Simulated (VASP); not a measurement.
# Tl (P6_3/mmc) in VASP: notebook, part 2 of 2

VASP 6.6.1.

**3. Single point, PBE**

This run uses another cell than the first one: it holds 6 atoms, not 4.

File INCAR:

```
ALGO = Fast ; EDIFF = 1E-6
ENCUT = 520 ; GGA = PE
ISIF = 2 ; ISMEAR = 0
LASPH = True ; LCHARG = False
LREAL = False ; LWAVE = False
NBANDS = 48 ; NELM = 100
PREC = Accurate ; SIGMA = 0.1
```

File KPOINTS:

```
k-points
0
Gamma
  15 15 3
```

File POSCAR:

```
Tl
1.0
    3.5379751435      0.0000000000      0.0000000000
   -1.7689875718      3.0639763523      0.0000000000
    0.0000000000      0.0000000000     17.2556959750
Tl
6
Direct
    0.0000000000      0.0000000000      0.0000000000
    0.3333333333      0.6666666667      0.1651256137
    0.6666666667      0.3333333333      0.3348743863
    0.0000000000      0.0000000000      0.5000000000
    0.6666666667      0.3333333333      0.6651256137
    0.3333333333      0.6666666667      0.8348743863
```

Potentials or basis: VASP PAW PBE potentials, release 64 (Tl_d).

On the command line:

```console
> cat potpaw_PBE.64/Tl_d/POTCAR > POTCAR
> mpirun -np 1 vasp_std > vasp.out
```

OUTCAR:

```text
EDIFF = 1E-6
   ENCUT = 520
   GGA = PE
   ISIF = 2
   ISMEAR = 0
   LASPH = True
   LREAL = False
   NELM = 100
   PREC = Accurate

 ion  position               nearest neighbor table
   1  0.000  0.000  0.000-   2 3.51   6 3.51   2 3.51   6 3.51   2 3.51   6 3.51
   2  0.333  0.667  0.165-   1 3.51   1 3.51   1 3.51   3 3.57   3 3.57   3 3.57
   3  0.667  0.333  0.335-   4 3.51   4 3.51   4 3.51   2 3.57   2 3.57   2 3.57
   4  0.000  0.000  0.500-   3 3.51   5 3.51   3 3.51   5 3.51   3 3.51   5 3.51
   5  0.667  0.333  0.665-   4 3.51   4 3.51   4 3.51   6 3.57   6 3.57   6 3.57
   6  0.333  0.667  0.835-   1 3.51   1 3.51   1 3.51   5 3.57   5 3.57   5 3.57

  LATTYP: Found a hexagonal cell.
 ALAT       =     3.5379751435
 C/A-ratio  =     4.8772801603

  Lattice vectors:

 A1 = (   3.5379751435,   0.0000000000,   0.0000000000)
 A2 = (  -1.7689875718,   3.0639763523,   0.0000000000)
 A3 = (   0.0000000000,   0.0000000000,  17.2556959750)

Analysis of symmetry for initial positions (statically):
=====================================================================
 Subroutine PRICEL returns:
 Original cell was already a primitive cell.

 Routine SETGRP: Setting up the symmetry group for a
 hexagonal supercell.

 Subroutine GETGRP returns: Found 24 space group operations
 (whereof 12 operations were pure point group operations)
 out of a pool of 24 trial point group operations.

The static configuration has the point symmetry D_3h.
 The point group associated with its full space group is D_6h.

Analysis of symmetry for dynamics (positions and initial velocities):
=====================================================================
 Subroutine PRICEL returns:
 Original cell was already a primitive cell.

 Routine SETGRP: Setting up the symmetry group for a
 hexagonal supercell.

 Subroutine GETGRP returns: Found 24 space group operations
 (whereof 12 operations were pure point group operations)
 out of a pool of 24 trial point group operations.

The dynamic configuration has the point symmetry D_3h.
 The point group associated with its full space group is D_6h.

 Subroutine INISYM returns: Found 24 space group operations
 (whereof 12 operations are pure point group operations),
 and found     1 'primitive' translations

----------------------------------------------------------------------------------------

                                     Primitive cell

  volume of cell :     187.0564

  direct lattice vectors                    reciprocal lattice vectors
     3.537975144  0.000000000  0.000000000     0.282647548  0.163186638  0.000000000
    -1.768987572  3.063976352  0.000000000     0.000000000  0.326373276  0.000000000
     0.000000000  0.000000000 17.255695975     0.000000000  0.000000000  0.057951879

  length of vectors
     3.537975144  3.537975144 17.255695975     0.326373276  0.326373276  0.057951879

  position of ions in fractional coordinates (direct lattice)
     0.000000000  0.000000000  0.000000000
     0.333333333  0.666666667  0.165125614
     0.666666667  0.333333333  0.334874386
     0.000000000  0.000000000  0.500000000
[... 37 lines left out ...]

 Following reciprocal coordinates:
            Coordinates               Weight
  0.000000  0.000000  0.000000      1.000000
  0.066667  0.000000  0.000000      6.000000
  0.133333  0.000000  0.000000      6.000000
  0.200000  0.000000  0.000000      6.000000
  0.266667  0.000000  0.000000      6.000000
  0.333333  0.000000  0.000000      6.000000
[... 16 lines left out ...]
  0.333333  0.200000  0.000000     12.000000
  0.400000  0.200000  0.000000      6.000000
 [... further k-points ...]
   k-points           NKPTS =     54   k-points in BZ     NKDIM =     54   number of bands    NBANDS=     48
   number of dos      NEDOS =    301   number of ions     NIONS =      6
   total plane-waves  NPLWV = 100352
   dimension x,y,z NGX =    28 NGY =   28 NGZ =  128
   dimension x,y,z NGXF=    56 NGYF=   56 NGZF=  256
   ions per type =               6
   NGX,Y,Z   is equivalent  to a cutoff of  13.16, 13.16, 12.33 a.u.
   NGXF,Y,Z  is equivalent  to a cutoff of  26.31, 26.31, 24.66 a.u.
 SYSTEM =  unknown system
   PREC   = accura    normal or accurate (medium, high low for compatibility)
   ISTART =      0    job   : 0-new  1-cont  2-samecut
   ICHARG =      2    charge: 1-file 2-atom 10-const
   ISPIN  =      1    spin polarized calculation?
   LNONCOLLINEAR =      F non collinear calculations
   LSORBIT =      F    spin-orbit coupling
   LASPH  =      T    aspherical Exc in radial PAW
   ENCUT  =  520.0 eV  38.22 Ry    6.18 a.u.   6.58  6.58 32.08*2*pi/ulx,y,z
   NELM   =    100;   NELMIN=  2; NELMDL= -5     # of ELM steps
   EDIFF  = 0.1E-05   stopping-criterion for ELM
   LREAL  =      F    real-space projection
   EDIFFG = 0.1E-04   stopping-criterion for IOM
   NSW    =      0    number of steps for IOM
   IBRION =     -1    ionic relax: 0-MD 1-quasi-New 2-CG
   NFREE  =      0    steps in history (QN), initial steepest desc. (CG)
   ISIF   =      2    stress and relaxation
   ISYM   =      2    0-nonsym 1-usesym 2-fastsym
   POTIM  = 0.5000    time-step for ionic-motion
   TEBEG  =    0.0;   TEEND  =   0.0 temperature during run
   PSTRESS=    0.0 pullay stress
   NELECT =      78.0000    total number of electrons
   NUPDOWN=      -1.0000    fix difference up-down
   EMIN   =  10.00;   EMAX   =-10.00  energy-range for DOS
   EFERMI =   0.00;   METHOD = LEGACY
   ISMEAR =     0;   SIGMA  =   0.10  broadening in eV -4-tet -1-fermi 0-gaus
   EFERMI_NEDOS =   21; number of points for ismear=-14 and -15
   IALGO  =     68    algorithm
   IMIX   =      4    mixing-type and parameters
     AMIX     =   0.40;   BMIX     =  1.00
     AMIX_MAG =   1.60;   BMIX_MAG =  1.00
  volume/ion in A,a.u.               =      31.18       210.39
  Fermi-wavevector in a.u.,A,eV,Ry     =   1.223063  2.311254 20.352723  1.495883
  Thomas-Fermi vector in A             =   2.358187
   LORBIT       =      0    0 simple, 1 ext, 2 COOP (PROOUT), +10 PAW based schemes
   GGA     = PE    functional components
   LHFCALC =     F    Hartree Fock is set to
   AEXX    =    0.0000 exact exchange contribution
   IVDW    =     0    specifies the selected vdW correction
   LEPSILON=     F    determine dielectric tensor
   LRPA    =     F    only Hartree local field effects (RPA)
 non-spin polarized calculation
 RMM-DIIS sequential band-by-band and
 Gauss-broadening in eV      SIGMA  =   0.10
  energy-cutoff  :      520.00
  volume of cell :      187.06
 maximum number of plane-waves:      5105
 NGX is ok and might be reduce to    28

 number of electron      78.0000006 magnetization

 Free energy of the ion-electron system (eV)
  ---------------------------------------------------
  ext. energy  EPLUGINS =         0.00000000
  ---------------------------------------------------
  free energy    TOTEN  =       -13.26982550 eV

  energy without entropy =      -13.24929661  energy(sigma->0) =      -13.25956105

 E-fermi :   5.6947     XC(G=0):  -9.7658

 val. band max:        5.6864364118   @ k =   0.2667   0.2000   0.3333
 cond. band min:       5.7101261989   @ k =   0.2667   0.2667   0.3333
 fundamental gap:      0.0236897871
 Fermi energy:         5.6947463067

 k-point     1 :       0.0000    0.0000    0.0000
  band No.  band energies     occupation
      1      -5.9427      2.00000
      2      -5.9051      2.00000
      3      -5.8853      2.00000
      4      -5.8230      2.00000
      5      -5.8131      2.00000
      6      -5.7972      2.00000
[... 1213 lines left out ...]
     47       8.4110      0.00000
     48       8.7390      0.00000

 [... further k-points ...]

------------------------ aborting loop because EDIFF is reached ----------------------------------------

  FORCE on cell =-STRESS in cart. coord.  units (eV):
  Direction    XX          YY          ZZ          XY          YZ          ZX
  --------------------------------------------------------------------------------------
  -------------------------------------------------------------------------------------
  Total       -0.0432338     -0.0432338     -0.0367077      0.0000000      0.0000000      0.0000000
  in kB       -0.3703064     -0.3703064     -0.3144093      0.0000000      0.0000000      0.0000000
  external PRESSURE =      -0.3516740 kB  Pullay stress =       0.0000000 kB

 VOLUME and BASIS-vectors are now :
 -----------------------------------------------------------------------------
  energy-cutoff  :      520.00
  volume of cell :      187.06
      direct lattice vectors                 reciprocal lattice vectors
     3.537975144  0.000000000  0.000000000     0.282647548  0.163186638  0.000000000
    -1.768987572  3.063976352  0.000000000     0.000000000  0.326373276  0.000000000
     0.000000000  0.000000000 17.255695975     0.000000000  0.000000000  0.057951879

 POSITION                                       TOTAL-FORCE (eV/Angst)
 -----------------------------------------------------------------------------------
      0.00000      0.00000      0.00000         0.000000     -0.000000      0.000000
     -0.00000      2.04265      2.84936        -0.000000      0.000000     -0.001048
      1.76899      1.02133      5.77849         0.000000     -0.000000      0.001048
      0.00000      0.00000      8.62785         0.000000      0.000000      0.000000
      1.76899      1.02133     11.47721         0.000000     -0.000000     -0.001048
     -0.00000      2.04265     14.40634        -0.000000      0.000000      0.001048
 -----------------------------------------------------------------------------------
    total drift:                                0.000000      0.000000      0.000000

  FREE ENERGIE OF THE ION-ELECTRON SYSTEM (eV)
  ---------------------------------------------------
  free  energy   TOTEN  =       -13.2698254951 eV

  energy  without entropy=      -13.2492966088  energy(sigma->0) =      -13.25956105
```

OSZICAR:

```text
N       E                     dE             d eps       ncg     rms          rms(c)
DAV:   1     0.455987647401E+03    0.45599E+03   -0.41373E+04  5200   0.152E+03
DAV:   2    -0.447595004587E+00   -0.45644E+03   -0.44565E+03  5616   0.346E+02
DAV:   3    -0.132637752059E+02   -0.12816E+02   -0.12608E+02  5920   0.466E+01
DAV:   4    -0.133964710777E+02   -0.13270E+00   -0.13265E+00  5520   0.454E+00
DAV:   5    -0.133986230212E+02   -0.21519E-02   -0.21519E-02  5952   0.626E-01    0.409E+00
RMM:   6    -0.132875318459E+02    0.11109E+00   -0.22264E-01  5200   0.217E+00    0.289E+00
RMM:   7    -0.132737449067E+02    0.13787E-01   -0.16851E-01  5256   0.198E+00    0.886E-01
RMM:   8    -0.132698201114E+02    0.39248E-02   -0.23203E-02  5282   0.676E-01    0.676E-02
RMM:   9    -0.132698243650E+02   -0.42536E-05   -0.38234E-04  5827   0.115E-01    0.226E-02
RMM:  10    -0.132698249497E+02   -0.58471E-06   -0.69028E-05  5705   0.433E-02    0.694E-03
RMM:  11    -0.132698258889E+02   -0.93913E-06   -0.13445E-05  5839   0.203E-02    0.316E-03
RMM:  12    -0.132698254951E+02    0.39376E-06   -0.31971E-06  3858   0.812E-03
   1 F= -.13269825E+02 E0= -.13259561E+02  d E =-.205289E-01
```

stdout:

```text
POSCAR found type information on POSCAR Tl
 POSCAR found :  1 types and       6 ions
 scaLAPACK will be used
 LDA part: xc-table for (Slater+PW92), standard interpolation
 POSCAR, INCAR and KPOINTS ok, starting setup
 FFT: planning ... GRIDC
 FFT: planning ... GRID_SOFT
 FFT: planning ... GRID
 WAVECAR not read
 entering main loop
```

Run time: 4 min. Hardware: 1 thread of Intel Xeon Platinum 8488C (Sapphire Rapids), shared host; peak memory 0.51 GiB.

Results:

| Item | Value |
| --- | --- |
| Free energy | -13.2698 eV |
| Pressure | 0.0 GPa |
| Band gap on the k mesh | zero (bands 39 and 40 overlap by 3.77 eV) |

Levels at points of the mesh, in eV from the Fermi level:
```csv
k point,band 35,band 36,band 37,band 38,band 39,band 40,band 41,band 42
"(0.00, 0.00, 0.00)",-7.15,-5.29,-2.54,0.46,0.53,5.38,5.54,7.61
```

Caveat: spin-orbit coupling is left out, which moves the levels of the heavy elements.

The gap in the log of VASP goes by the Fermi energy; the results here count the filled bands.